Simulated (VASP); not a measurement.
# AlCu3 (Fm-3m) in VASP: notebook

The runs below take AlCu3 through single point, relaxation of cell and atoms, with PBEsol.

Program: VASP 6.6.1. These are calculated values, not measurements. Logs are shortened: lines on timing, memory, paths and dates and some standing lists are left out, and cuts for length are marked.

**1. The cell of the first run**

The structure is cubic, space group Fm-3m (No. 225). The conventional cell has a = 5.880 Å, b = 5.880 Å, c = 5.880 Å, α = 90.00°, β = 90.00°, γ = 90.00°. Within 3.4 Å of Al (site symmetry m-3m) lie 14 Cu at 2.55 to 2.94 Å. Cu (site symmetry m-3m) has 8 Cu at 2.55 Å and 6 Al at 2.94 Å within 3.4 Å. Within 3.4 Å of Cu (site symmetry -43m) lie 4 Al at 2.55 Å and 10 Cu at 2.55 to 2.94 Å.

**2. Single point, PBEsol (12.71 Å³/atom)**

Contents of INCAR:

```
  PREC = Accurate
  ENCUT = 520
  EDIFF = 1E-7
  ISMEAR = 0
  SIGMA = 0.1
  LREAL = F
  LASPH = T
  NELM = 80
  ALGO = Fast
  ISIF = 2
  LWAVE = F
  LCHARG = F
  GGA = PS
  NBANDS = 26
```

Contents of KPOINTS:

```
regular mesh
0
Gamma
  12 12 12
```

Contents of POSCAR:

```
AlCu3
1.0
    0.0000000000      2.9400234610      2.9400234610
    2.9400234610      0.0000000000      2.9400234610
    2.9400234610      2.9400234610      0.0000000000
Al Cu
1 3
Direct
    0.0000000000      0.0000000000      0.0000000000
    0.5000000000      0.5000000000      0.5000000000
    0.2500000000      0.2500000000      0.2500000000
    0.7500000000      0.7500000000      0.7500000000
```

Potentials or basis: VASP PAW PBE potentials, release 64 (Al, Cu).

Launch:

```sh
cat potpaw_PBE.64/Al/POTCAR potpaw_PBE.64/Cu/POTCAR > POTCAR
mpirun -np 1 vasp_std > vasp.out
```

OUTCAR:

```text
PREC = Accurate
   ENCUT = 520
   EDIFF = 1E-7
   ISMEAR = 0
   LREAL = F
   LASPH = T
   NELM = 80
   ISIF = 2
   GGA = PS

 ion  position               nearest neighbor table
   1  0.000  0.000  0.000-   3 2.55   4 2.55   4 2.55   4 2.55   4 2.55   3 2.55   3 2.55   3 2.55
                             2 2.94   2 2.94   2 2.94   2 2.94   2 2.94   2 2.94
   2  0.500  0.500  0.500-   3 2.55   4 2.55   3 2.55   3 2.55   3 2.55   4 2.55   4 2.55   4 2.55
                             1 2.94   1 2.94   1 2.94   1 2.94   1 2.94   1 2.94
   3  0.250  0.250  0.250-   1 2.55   2 2.55   1 2.55   1 2.55   1 2.55   2 2.55   2 2.55   2 2.55

   4  0.750  0.750  0.750-   1 2.55   2 2.55   2 2.55   2 2.55   2 2.55   1 2.55   1 2.55   1 2.55

  LATTYP: Found a face centered cubic cell.
 ALAT       =     5.8800469220

  Lattice vectors:

 A1 = (   0.0000000000,   2.9400234610,   2.9400234610)
 A2 = (   2.9400234610,   0.0000000000,   2.9400234610)
 A3 = (   2.9400234610,   2.9400234610,   0.0000000000)

Analysis of symmetry for initial positions (statically):
=====================================================================
 Subroutine PRICEL returns:
 Original cell was already a primitive cell.

 Routine SETGRP: Setting up the symmetry group for a
 face centered cubic supercell.

 Subroutine GETGRP returns: Found 48 space group operations
 (whereof 48 operations were pure point group operations)
 out of a pool of 48 trial point group operations.

The static configuration has the point symmetry O_h .

Analysis of symmetry for dynamics (positions and initial velocities):
=====================================================================
 Subroutine PRICEL returns:
 Original cell was already a primitive cell.

 Routine SETGRP: Setting up the symmetry group for a
 face centered cubic supercell.

 Subroutine GETGRP returns: Found 48 space group operations
 (whereof 48 operations were pure point group operations)
 out of a pool of 48 trial point group operations.

The dynamic configuration has the point symmetry O_h .

 Subroutine INISYM returns: Found 48 space group operations
 (whereof 48 operations are pure point group operations),
 and found     1 'primitive' translations

----------------------------------------------------------------------------------------

                                     Primitive cell

  volume of cell :      50.8256

[... 86 lines left out ...]
   ISPIN  =      1    spin polarized calculation?
   LNONCOLLINEAR =      F non collinear calculations
   LSORBIT =      F    spin-orbit coupling
   LASPH  =      T    aspherical Exc in radial PAW
   ENCUT  =  520.0 eV  38.22 Ry    6.18 a.u.   7.73  7.73  7.73*2*pi/ulx,y,z
   NELM   =     80;   NELMIN=  2; NELMDL= -5     # of ELM steps
   EDIFF  = 0.1E-06   stopping-criterion for ELM
   LREAL  =      F    real-space projection
   EDIFFG = 0.1E-05   stopping-criterion for IOM
   NSW    =      0    number of steps for IOM
   IBRION =     -1    ionic relax: 0-MD 1-quasi-New 2-CG
   NFREE  =      0    steps in history (QN), initial steepest desc. (CG)
   ISIF   =      2    stress and relaxation
   ISYM   =      2    0-nonsym 1-usesym 2-fastsym
   POTIM  = 0.5000    time-step for ionic-motion
   TEBEG  =    0.0;   TEEND  =   0.0 temperature during run
   PSTRESS=    0.0 pullay stress
   NELECT =      36.0000    total number of electrons
   NUPDOWN=      -1.0000    fix difference up-down
   EMIN   =  10.00;   EMAX   =-10.00  energy-range for DOS
   EFERMI =   0.00;   METHOD = LEGACY
   ISMEAR =     0;   SIGMA  =   0.10  broadening in eV -4-tet -1-fermi 0-gaus
   EFERMI_NEDOS =   21; number of points for ismear=-14 and -15
   IALGO  =     68    algorithm
   IMIX   =      4    mixing-type and parameters
     AMIX     =   0.40;   BMIX     =  1.00
     AMIX_MAG =   1.60;   BMIX_MAG =  1.00
  volume/ion in A,a.u.               =      12.71        85.75
  Fermi-wavevector in a.u.,A,eV,Ry     =   1.459312  2.757700 28.974858  2.129592
  Thomas-Fermi vector in A             =   2.575894
   LORBIT       =      0    0 simple, 1 ext, 2 COOP (PROOUT), +10 PAW based schemes
   GGA     = PS    functional components
   LHFCALC =     F    Hartree Fock is set to
   AEXX    =    0.0000 exact exchange contribution
   IVDW    =     0    specifies the selected vdW correction
   LEPSILON=     F    determine dielectric tensor
   LRPA    =     F    only Hartree local field effects (RPA)
 non-spin polarized calculation
 RMM-DIIS sequential band-by-band and
 Gauss-broadening in eV      SIGMA  =   0.10
  energy-cutoff  :      520.00
  volume of cell :       50.83
 maximum number of plane-waves:      1391
   NGX = 15   NGY = 15   NGZ = 15

 number of electron      35.9999963 magnetization

 Free energy of the ion-electron system (eV)
  ---------------------------------------------------
  ext. energy  EPLUGINS =         0.00000000
  ---------------------------------------------------
  free energy    TOTEN  =       -17.66911309 eV

  energy without entropy =      -17.66419259  energy(sigma->0) =      -17.66665284

 E-fermi :   7.8575     XC(G=0): -12.1904

 val. band max:        7.8508826847   @ k =  -0.1667   0.1667   0.0000
 cond. band min:       7.9372190404   @ k =  -0.2500   0.3333   0.0833
 fundamental gap:      0.0863363556
 Fermi energy:         7.8574987942

 k-point     1 :       0.0000    0.0000    0.0000
  band No.  band energies     occupation
      1      -2.3373      2.00000
      2       3.4420      2.00000
      3       3.4420      2.00000
      4       3.4995      2.00000
      5       3.4995      2.00000
      6       3.4995      2.00000
[... 685 lines left out ...]
     25      16.7906      0.00000
     26      17.8113      0.00000

 [... further k-points ...]
[... 5 lines left out ...]
  --------------------------------------------------------------------------------------
  -------------------------------------------------------------------------------------
  Total       -2.2689110     -2.2689110     -2.2689110     -0.0000000      0.0000000     -0.0000000
  in kB      -71.5229899    -71.5229899    -71.5229899     -0.0000000      0.0000000     -0.0000000
  external PRESSURE =     -71.5229899 kB  Pullay stress =       0.0000000 kB

 VOLUME and BASIS-vectors are now :
 -----------------------------------------------------------------------------
  energy-cutoff  :      520.00
  volume of cell :       50.83
      direct lattice vectors                 reciprocal lattice vectors
     0.000000000  2.940023461  2.940023461    -0.170066670  0.170066670  0.170066670
     2.940023461  0.000000000  2.940023461     0.170066670 -0.170066670  0.170066670
     2.940023461  2.940023461  0.000000000     0.170066670  0.170066670 -0.170066670

 POSITION                                       TOTAL-FORCE (eV/Angst)
 -----------------------------------------------------------------------------------
      0.00000      0.00000      0.00000        -0.000000     -0.000000     -0.000000
      2.94002      2.94002      2.94002        -0.000000     -0.000000     -0.000000
      1.47001      1.47001      1.47001         0.000000      0.000000     -0.000000
      4.41004      4.41004      4.41004        -0.000000      0.000000      0.000000
 -----------------------------------------------------------------------------------
    total drift:                               -0.000000     -0.000000      0.000000

  FREE ENERGIE OF THE ION-ELECTRON SYSTEM (eV)
  ---------------------------------------------------
  free  energy   TOTEN  =       -17.6691130870 eV

  energy  without entropy=      -17.6641925910  energy(sigma->0) =      -17.66665284
```

It took 66 s on 1 thread of Intel Xeon Platinum 8488C (Sapphire Rapids), shared host; peak memory 0.22 GiB.

Results:

```
Free energy            : -17.6691 eV
Pressure               : -7.2 GPa
Band gap on the k mesh : zero (bands 18 and 19 overlap by 5.68 eV)
```

Caveat: the cell stands under tension; the PAW data sets were made with another functional, which shifts forces and pressure a little.

**3. Relaxation of cell and atoms, PBEsol**

This run uses another cell than the first one, of 12.04 Å³/atom.

Contents of INCAR:

```
ALGO     = Normal         # electronic algorithm
EDIFF    = 1E-6           # SCF threshold, eV
EDIFFG   = -0.005         # ionic threshold
ENCUT    = 600            # plane-wave cutoff, eV
GGA      = PS             # functional
IBRION   = 2              # ionic algorithm
ISIF     = 3              # what is computed and relaxed
ISMEAR   = 0              # smearing method
LASPH    = T              # aspherical terms in the spheres
LCHARG   = F              # write CHGCAR
LREAL    = F              # projectors in reciprocal space
LWAVE    = F              # write WAVECAR
NELM     = 60             # most SCF steps
NSW      = 100            # ionic steps
PREC     = Accurate       # precision mode
SIGMA    = 0.1            # smearing width, eV
```

Contents of KPOINTS:

```
k-points
0
Gamma
  12 12 12
```

Contents of POSCAR:

```
AlCu3
1.0
    0.0000000000      2.8880109880      2.8880109880
    2.8880109880      0.0000000000      2.8880109880
    2.8880109880      2.8880109880      0.0000000000
Al Cu
1 3
Direct
    0.0000000000      0.0000000000      0.0000000000
    0.5000000000      0.5000000000      0.5000000000
    0.2500000000      0.2500000000      0.2500000000
    0.7500000000      0.7500000000      0.7500000000
```

Potentials or basis: VASP PAW PBE potentials, release 64 (Al, Cu).

Launch:

```sh
cat potpaw_PBE.64/Al/POTCAR potpaw_PBE.64/Cu/POTCAR > POTCAR
mpirun -np 1 vasp_std > vasp.out
```

OUTCAR:

```text
EDIFF = 1E-6
   EDIFFG = -0.005
   ENCUT = 600
   GGA = PS
   IBRION = 2
   ISIF = 3
   ISMEAR = 0
   LASPH = T
   LREAL = F
   NELM = 60
   NSW = 100
   PREC = Accurate

 ion  position               nearest neighbor table
   1  0.000  0.000  0.000-   4 2.50   4 2.50   4 2.50   3 2.50   4 2.50   3 2.50   3 2.50   3 2.50
                             2 2.89   2 2.89   2 2.89   2 2.89   2 2.89   2 2.89
   2  0.500  0.500  0.500-   3 2.50   3 2.50   3 2.50   3 2.50   4 2.50   4 2.50   4 2.50   4 2.50
                             1 2.89   1 2.89   1 2.89   1 2.89   1 2.89   1 2.89
   3  0.250  0.250  0.250-   1 2.50   1 2.50   1 2.50   1 2.50   2 2.50   2 2.50   2 2.50   2 2.50

   4  0.750  0.750  0.750-   2 2.50   2 2.50   2 2.50   1 2.50   2 2.50   1 2.50   1 2.50   1 2.50
[... 853 lines left out ...]
  Total       -0.0188879     -0.0188879     -0.0188879      0.0000000      0.0000000      0.0000000
  in kB       -0.6286518     -0.6286518     -0.6286518      0.0000000      0.0000000      0.0000000
  external PRESSURE =      -0.6286518 kB  Pullay stress =       0.0000000 kB

 VOLUME and BASIS-vectors are now :
 -----------------------------------------------------------------------------
  energy-cutoff  :      600.00
  volume of cell :       48.14
      direct lattice vectors                 reciprocal lattice vectors
    -0.000000000  2.887253767  2.887253767    -0.173174941  0.173174941  0.173174941
     2.887253767 -0.000000000  2.887253767     0.173174941 -0.173174941  0.173174941
     2.887253767  2.887253767 -0.000000000     0.173174941  0.173174941 -0.173174941

 POSITION                                       TOTAL-FORCE (eV/Angst)
 -----------------------------------------------------------------------------------
      5.77451      5.77451      5.77451        -0.000000     -0.000000     -0.000000
      2.88725      2.88725      2.88725        -0.000000     -0.000000     -0.000000
      1.44363      1.44363      1.44363         0.000000      0.000000      0.000000
      4.33088      4.33088      4.33088         0.000000      0.000000     -0.000000
 -----------------------------------------------------------------------------------
    total drift:                                0.000000      0.000000      0.000000

  FREE ENERGIE OF THE ION-ELECTRON SYSTEM (eV)
  ---------------------------------------------------
  free  energy   TOTEN  =       -17.7323831771 eV

  energy  without entropy=      -17.7275099653  energy(sigma->0) =      -17.72994657

 reached required accuracy - stopping structural energy minimisation
```

Wall time 2.3 min (1 thread of Intel Xeon Platinum 8488C (Sapphire Rapids), shared host); peak memory 0.25 GiB.

What came out:

```yaml
Free_energy: -17.7324 eV
Relaxed_volume: 12.03 Å³/atom
Relaxed_cell: a = 4.083 Å, b = 4.083 Å, c = 4.083 Å, α = 60.00°, β = 60.00°, γ = 60.00°
Space_group_after_relaxing_to_0.1_Å: Fm-3m (No. 225)
Energy_gained_by_relaxing: 0.0 meV/atom
Ionic_steps: 2
Pressure_after_relaxing: -0.1 GPa
Band_gap_on_the_k_mesh: zero (bands 18 and 19 overlap by 5.86 eV)
```

Final structure:
```cif
data_structure
_symmetry_space_group_name_H-M 'P 1'
_symmetry_Int_Tables_number 1
_cell_length_a 4.0832
_cell_length_b 4.0832
_cell_length_c 4.0832
_cell_angle_alpha 60.000
_cell_angle_beta 60.000
_cell_angle_gamma 60.000
_cell_volume 48.14
loop_
_atom_site_label
_atom_site_type_symbol
_atom_site_fract_x
_atom_site_fract_y
_atom_site_fract_z
_atom_site_occupancy
Al1 Al 0.00000 0.00000 0.00000 1
Cu1 Cu 0.50000 0.50000 0.50000 1
Cu2 Cu 0.25000 0.25000 0.25000 1
Cu3 Cu 0.75000 0.75000 0.75000 1
```

Caveat: the PAW data sets were made with another functional, which shifts forces and pressure a little.

**4. Relaxation of cell and atoms, PBEsol**

This run uses another cell than the first one, of 12.04 Å³/atom.

INCAR is that of step 3.

KPOINTS is that of step 3.

POSCAR is that of step 3.

Launch:

```sh
cat potpaw_PBE.64/Al/POTCAR potpaw_PBE.64/Cu/POTCAR > POTCAR
mpirun -np 1 vasp_std > vasp.out
```

Wall time 5.9 min (1 thread of Intel Xeon Platinum 8375C at 2.90GHz (Ice Lake), shared host); peak memory 0.24 GiB.

It converged, with:

- Free energy: -17.7324 eV
- Relaxed volume: 12.03 Å³/atom
- Relaxed cell: a = 4.083 Å, b = 4.083 Å, c = 4.083 Å, α = 60.00°, β = 60.00°, γ = 60.00°
- Space group after relaxing (to 0.1 Å): Fm-3m (No. 225)
- Energy gained by relaxing: 0.0 meV/atom
- Ionic steps: 2
- Pressure after relaxing: -0.1 GPa
- Band gap on the k mesh: zero (bands 18 and 19 overlap by 5.86 eV)

Final structure:
```yaml
crystal:
  lattice:
    - [0.00000, 2.88725, 2.88725]
    - [2.88725, 0.00000, 2.88725]
    - [2.88725, 2.88725, 0.00000]
  atoms:
    - { symbol: Al, position: [0.00000, 0.00000, 0.00000] }
    - { symbol: Cu, position: [0.50000, 0.50000, 0.50000] }
    - { symbol: Cu, position: [0.25000, 0.25000, 0.25000] }
    - { symbol: Cu, position: [0.75000, 0.75000, 0.75000] }
```

Levels at points of the mesh, in eV from the Fermi level:
| k point | band 14 | band 15 | band 16 | band 17 | band 18 | band 19 | band 20 | band 21 | band 22 |
| --- | --- | --- | --- | --- | --- | --- | --- | --- | --- |
| (0.00, 0.00, 0.00) | -2.59 | -2.47 | -2.47 | 3.77 | 3.77 | 3.77 | 4.17 | 4.17 | 4.17 |
| (0.50, 0.00, 0.00) | -2.58 | -2.43 | -2.43 | -2.14 | 2.69 | 2.69 | 2.94 | 2.94 | 3.65 |
| (0.50, 0.50, 0.00) | -2.34 | -2.34 | -2.29 | -2.14 | -2.14 | -2.10 | 2.00 | 2.36 | 10.92 |

Caveat: the PAW data sets were made with another functional, which shifts forces and pressure a little.

The gap in the log of VASP goes by the Fermi energy; the results here count the filled bands.